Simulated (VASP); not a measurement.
Runs of VASP 6.6.1 on C. The structure is that of space group R-3m (No. 166), or close to it. The cells are those of the table. 

```tsv
cell	pressure (GPa)
a = 2.406, b = 2.406, c = 3.688 Å, angles 108.5, 108.5, 60.0°, 2 atoms	14.9
a = 2.423, b = 2.423, c = 3.714 Å, angles 108.5, 108.5, 60.0°, 2 atoms	8.3
a = 2.456, b = 2.456, c = 3.765 Å, angles 108.5, 108.5, 60.0°, 2 atoms	-3.4
a = 2.505, b = 2.505, c = 3.838 Å, angles 108.5, 108.5, 60.0°, 2 atoms	-17.3
a = 2.440, b = 2.440, c = 3.739 Å, angles 108.5, 108.5, 60.0°, 2 atoms	(a)
a = 2.473, b = 2.473, c = 3.789 Å, angles 108.5, 108.5, 60.0°, 2 atoms	(b)
a = 2.489, b = 2.489, c = 3.814 Å, angles 108.5, 108.5, 60.0°, 2 atoms	-13.0
```

Alike in all rows: task single point; level LDA; potentials or basis VASP PAW LDA potentials, release 64 (C); no spin polarisation; k mesh 14 × 14 × 8; cutoff (eV) 520; smearing gaussian 0.15 eV.

Fill in the values left out.

(a) 2.2; (b) -8.4.

Caveats: the stress differs along the axes, from -1 to 23 GPa (at least some runs); the stress differs along the axes, from -1 to 13 GPa (at least some runs); the cell stands under tension (at least some runs); the stress differs along the axes, from -25 to -1 GPa (at least some runs); the stress differs along the axes, from -12 to -1 GPa (at least some runs); the stress differs along the axes, from -19 to -1 GPa (at least some runs).
